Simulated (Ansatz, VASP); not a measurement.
## One calculation of Li2Pt, two programs

File INCAR:

```
PREC = Accurate
ENCUT = 520
EDIFF = 1E-8
ISMEAR = -1
SIGMA = 0.03
LREAL = False
LASPH = True
NELM = 60
ALGO = Normal
ISIF = 2
LWAVE = False
LCHARG = False
LEFG = True
NBANDS = 15
```

Contents of KPOINTS:

```
regular mesh
0
Gamma
  9 9 12
```

Contents of POSCAR:

```
Li2Pt
1.0
    4.1022790069      0.0000000000      0.0000000000
   -2.0511395034      3.5526778334      0.0000000000
    0.0000000000      0.0000000000      2.6610000000
Li Pt
2 1
Direct
    0.3333333333      0.6666666667      0.5000000000
    0.6666666667      0.3333333333      0.5000000000
    0.0000000000      0.0000000000      0.0000000000
```

Input for Ansatz:

```yaml
crystal:
  lattice:
    - [4.1022790069, 0.0, 0.0]
    - [-2.0511395034, 3.5526778334, 0.0]
    - [0.0, 0.0, 2.661]
  atoms:
    - { symbol: Li, position: [0.3333333333, 0.6666666667, 0.5] }
    - { symbol: Li, position: [0.6666666667, 0.3333333333, 0.5] }
    - { symbol: Pt, position: [0.0, 0.0, 0.0] }
kpoints:
  mp_grid: { grid: [9, 9, 12] }
scf:
  occupations: { method: fermi_dirac, width: 0.03 }
hamiltonian:
  xc: lda
  pseudopotentials: { kind: paw }
output:
  forces: true
  stress: true
  eigenvalues: true
  efg: { contact_densities: true }
```

Change from the starting cell: equal xx and yy strain of -2 %, PAW files.

Alike in both runs: task electric field gradients; functional LDA; k mesh 9 × 9 × 12; occupations fermi-dirac, width 0.03 eV; no spin polarisation.

|  | VASP | Ansatz |
| --- | --- | --- |
| version | VASP 6.6.1 | Ansatz 0.2.0 |
| potentials or method | VASP PAW LDA potentials, release 64 (Li_sv, Pt) | PAW with Ansatz's default frozen-core files, scalar-relativistic |
| plane-wave cutoff (eV) | 520 | 420 |
| valence electrons in the cell | 16 | 24 |

|  | VASP | Ansatz | Ansatz less VASP |
| --- | --- | --- | --- |
| size of Vzz on the site where it differs most (V/Å²) | 345.9 | 270.9 | -75.07 |

LDA's correlation is that of Perdew and Zunger in VASP and of Perdew and Wang (1992) in Ansatz. VASP's potentials hold 16 valence electrons a cell and Ansatz's 24, so a difference there can come from the potentials and not from the codes.

Neither program's run includes spin-orbit coupling. Noted on VASP's run: the cutoff is under 1.25 times that of the potentials, so the pressure is a little rough.
